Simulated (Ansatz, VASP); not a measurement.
**ZnS in VASP and in Ansatz**

Contents of POSCAR:

```
ZnS
1.0
    3.8998830775     -0.0405193013      0.0166851625
   -1.9850322830      3.3184132642      0.0819552955
    0.0273755512      0.1710721596      6.5424053846
Zn S
2 2
Direct
    0.3227201046      0.6655436936      0.0034528904
    0.6725640228      0.3370853312      0.5063491648
    0.3388568998      0.6521334428      0.3764431637
    0.6658589729      0.3452375324      0.8837547812
```

The input INCAR.step1:

```
SYSTEM = ZnS
PREC     = Accurate       ! precision mode
ENCUT    = 520            ! plane-wave cutoff, eV
ISMEAR   = 0              ! smearing method
SIGMA    = 0.05           ! smearing width, eV
LREAL    = .False.        ! projectors in reciprocal space
LASPH    = .True.         ! aspherical terms in the spheres
NELM     = 60             ! most SCF steps
NBANDS   = 26             ! bands
GGA      = PE             ! functional
ALGO     = Normal         ! electronic algorithm
EDIFF    = 1E-4           ! SCF threshold, eV
LWAVE    = .True.         ! write WAVECAR
LCHARG   = .False.        ! write CHGCAR
```

File INCAR.step2:

```
SYSTEM = ZnS
PREC     = Accurate       ! precision mode
ENCUT    = 520            ! plane-wave cutoff, eV
EDIFF    = 1E-6           ! SCF threshold, eV
ISMEAR   = 0              ! smearing method
SIGMA    = 0.05           ! smearing width, eV
LREAL    = .False.        ! projectors in reciprocal space
LASPH    = .True.         ! aspherical terms in the spheres
NELM     = 60             ! most SCF steps
ALGO     = Normal         ! electronic algorithm
ISIF     = 2              ! what is computed and relaxed
LWAVE    = .False.        ! write WAVECAR
LCHARG   = .False.        ! write CHGCAR
METAGGA  = R2SCAN         ! meta-GGA
LMIXTAU  = .True.       
NBANDS   = 26             ! bands
ISTART   = 1
```

KPOINTS

```
Automatic mesh
0
Gamma
  6 6 4
  0 0 0
```

Input for Ansatz:

```yaml
crystal:
  lattice:
    - [3.8998830775, -0.0405193013, 0.0166851625]
    - [-1.985032283, 3.3184132642, 0.0819552955]
    - [0.0273755512, 0.1710721596, 6.5424053846]
  atoms:
    - { symbol: Zn, position: [0.3227201046, 0.6655436936, 0.0034528904] }
    - { symbol: Zn, position: [0.6725640228, 0.3370853312, 0.5063491648] }
    - { symbol: S, position: [0.3388568998, 0.6521334428, 0.3764431637] }
    - { symbol: S, position: [0.6658589729, 0.3452375324, 0.8837547812] }
basis:
  ecutwfc: 500
kpoints:
  mp_grid: { grid: [6, 6, 4] }
hamiltonian:
  xc: r2scan
scf:
  occupations: { method: gaussian, width: 0.05 }
output:
  forces: true
  stress: true
  eigenvalues: true
```

Change from the starting cell: all atoms moved at random (sigma 0.03 Å a component), cell strained at random (sigma 0.03).

Alike in both runs: task single point; functional r2SCAN; k mesh 6 × 6 × 4; occupations gaussian, width 0.05 eV; no spin polarisation.

|  | VASP | Ansatz |
| --- | --- | --- |
| version | VASP 6.6.1 | Ansatz 0.2.0 |
| potentials or method | VASP PAW PBE potentials, release 64 (Zn, S), cutoff 520 eV | scalar-relativistic, plane waves, PAW |
| valence electrons in the cell | 36 | 36 |

|  | VASP | Ansatz | Ansatz less VASP |
| --- | --- | --- | --- |
| gap on the k mesh at the Fermi level (eV) | 2.25 | 2.25 | -0.004 |
| least direct gap on the mesh (eV) | 2.25 | 2.25 | -0.004 |
| pressure (GPa) | -4.5 | -4.5 | -0.04 |
| traceless stress, the component that is largest in VASP (GPa) | -2.61 | -2.61 | -0.002 |
| rms of the force components (eV/Å) | 0.178 | 0.176 | -0.0023 |

VASP's potentials were made for PBE, not for r2SCAN. Atom by atom the forces differ by 0.007 eV/Å (rms over components).
